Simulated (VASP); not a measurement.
# AlN (R-3m) in VASP: further runs, part 2 of 2

VASP 6.6.1. The steps go on from the part before.

**4. Single point, PBE**

This run uses another cell than the first one, of the same volume but with other edges.

INCAR reads:

```
SYSTEM = AlN
  ALGO = Normal
  EDIFF = 1E-6
  ENCUT = 520
  GGA = PE
  ISIF = 2
  ISMEAR = 0
  LASPH = .True.
  LCHARG = .True.
  LELF = .True.
  LREAL = .False.
  LVHAR = .True.
  LWAVE = .False.
  NBANDS = 11
  NELM = 100
  PREC = Accurate
  SIGMA = 0.05
```

KPOINTS reads:

```
k-points
0
Gamma
  10 10 10
  0 0 0
```

POSCAR reads:

```
AlN
1.0
    0.4959232049      2.3102763936      2.3102763936
    2.3102763936      0.4959232049      2.3102763936
    2.3102763936      2.3102763936      0.4959232049
Al N
1 1
Direct
    0.5000000000      0.5000000000      0.5000000000
    0.0000000000      0.0000000000      0.0000000000
```

Potentials or basis: VASP PAW PBE potentials, release 64 (Al, N).

Run with:

```console
$ cat potpaw_PBE.64/Al/POTCAR potpaw_PBE.64/N/POTCAR > POTCAR
$ mpirun -np 1 vasp_std > vasp.out
```

OUTCAR:

```text
SYSTEM = AlN
   EDIFF = 1E-6
   ENCUT = 520
   GGA = PE
   ISIF = 2
   ISMEAR = 0
   LASPH = .True.
   LREAL = .False.
   NELM = 100
   PREC = Accurate

 ion  position               nearest neighbor table
   1  0.500  0.500  0.500-   2 2.09   2 2.09   2 2.09   2 2.09   2 2.09   2 2.09
   2  0.000  0.000  0.000-   1 2.09   1 2.09   1 2.09   1 2.09   1 2.09   1 2.09

  LATTYP: Found a trigonal (rhomboedric) cell.
 ALAT       =     3.3046473117
 COS(alpha) =     0.6985651702

  Lattice vectors:

 A1 = (   0.4959232049,   2.3102763936,   2.3102763936)
 A2 = (   2.3102763936,   0.4959232049,   2.3102763936)
 A3 = (   2.3102763936,   2.3102763936,   0.4959232049)

Analysis of symmetry for initial positions (statically):
=====================================================================
 Subroutine PRICEL returns:
 Original cell was already a primitive cell.

 Routine SETGRP: Setting up the symmetry group for a
 trigonal (rhombohedral) supercell.

 Subroutine GETGRP returns: Found 12 space group operations
 (whereof 12 operations were pure point group operations)
 out of a pool of 12 trial point group operations.

The static configuration has the point symmetry D_3d.

[... 165 lines left out ...]
 fundamental gap:      0.0198876970
 Fermi energy:        11.7208478258

 k-point     1 :       0.0000    0.0000    0.0000
  band No.  band energies     occupation
      1      -7.4235      2.00000
      2       6.1703      2.00000
      3       9.5990      2.00000
      4      12.1617      0.00000
      5      12.1617      0.00000
      6      23.0055      0.00000
      7      24.9016      0.00000
      8      25.0005      0.00000
      9      25.0005      0.00000
     10      29.7525      0.00000
     11      29.7525      0.00000
[... 309 lines left out ...]
 k-point    24 :       0.4000    0.3000    0.0000
  band No.  band energies     occupation
      1      -4.1388      2.00000
      2       4.0774      2.00000
      3       6.4005      2.00000
      4       9.4771      2.00000
      5      12.9757      0.00000
      6      17.3640      0.00000
      7      20.5004      0.00000
      8      25.2558      0.00000
      9      26.5764      0.00000
     10      29.8331      0.00000
     11      31.7746      0.00000

 [... further k-points ...]
[... 5 lines left out ...]
  --------------------------------------------------------------------------------------
  -------------------------------------------------------------------------------------
  Total        1.8652135      1.8652135      1.8652135     -7.6719028     -7.6719028     -7.6719028
  in kB      177.4289635    177.4289635    177.4289635   -729.7919533   -729.7919533   -729.7919533
  external PRESSURE =     177.4289635 kB  Pullay stress =       0.0000000 kB

 VOLUME and BASIS-vectors are now :
 -----------------------------------------------------------------------------
  energy-cutoff  :      520.00
  volume of cell :       16.84
      direct lattice vectors                 reciprocal lattice vectors
     0.495923205  2.310276394  2.310276394    -0.302291395  0.248869209  0.248869209
     2.310276394  0.495923205  2.310276394     0.248869209 -0.302291395  0.248869209
     2.310276394  2.310276394  0.495923205     0.248869209  0.248869209 -0.302291395

 POSITION                                       TOTAL-FORCE (eV/Angst)
 -----------------------------------------------------------------------------------
      2.55824      2.55824      2.55824        -0.000000      0.000000     -0.000000
      0.00000      0.00000      0.00000         0.000000     -0.000000      0.000000
 -----------------------------------------------------------------------------------
    total drift:                               -0.000000     -0.000000      0.000000

  FREE ENERGIE OF THE ION-ELECTRON SYSTEM (eV)
  ---------------------------------------------------
  free  energy   TOTEN  =       -11.6260895992 eV

  energy  without entropy=      -11.6253689086  energy(sigma->0) =      -11.62572925
```

stdout:

```text
POSCAR found type information on POSCAR AlN
 POSCAR found :  2 types and       2 ions
 scaLAPACK will be used
 LDA part: xc-table for (Slater+PW92), standard interpolation
 POSCAR, INCAR and KPOINTS ok, starting setup
 FFT: planning ... GRIDC
 FFT: planning ... GRID_SOFT
 FFT: planning ... GRID
 WAVECAR not read
 entering main loop
```

Run time: 32 s. Hardware: 1 thread of Intel Xeon Platinum 8259CL at 2.50GHz (Skylake/Cascade Lake), shared host; peak memory 0.16 GiB.

Results:

```
Free energy            : -11.6261 eV
Pressure               : 17.7 GPa
Band gap on the k mesh : zero (band 4 reaches 12.16 eV, above the bottom of band 5 at 11.36 eV)
```

Levels at points of the mesh, in eV from the Fermi level:
```csv
k point,band 1,band 2,band 3,band 4,band 5,band 6,band 7,band 8
"(0.00, 0.00, 0.00)",-19.14,-5.55,-2.12,0.44,0.44,11.28,13.18,13.28
"(0.50, 0.00, 0.00)",-15.05,-9.04,-4.64,-1.27,0.09,7.40,8.87,9.90
"(0.50, 0.50, 0.00)",-14.51,-8.87,-6.12,-1.84,-0.36,7.07,7.38,14.42
"(0.50, 0.50, 0.50)",-17.24,-12.46,0.01,0.01,6.40,9.03,14.76,14.76
```

**5. The runs side by side**

```csv
cell,gap on the mesh (eV),pressure (GPa)
"a = 3.955 Å, angles 33.6°, 2 atoms",none,64.6
"a = 2.639 Å, angles 75.3°, 2 atoms",none,6.3
"a = 3.305 Å, angles 45.7°, 2 atoms",none,17.7
```

Alike in all rows: task single point; level PBE; potentials or basis VASP PAW PBE potentials, release 64 (Al, N); no spin polarisation; k mesh 10 × 10 × 10; cutoff (eV) 520; smearing gaussian 0.05 eV.

Absolute energies hang on the potentials; compare differences alone.
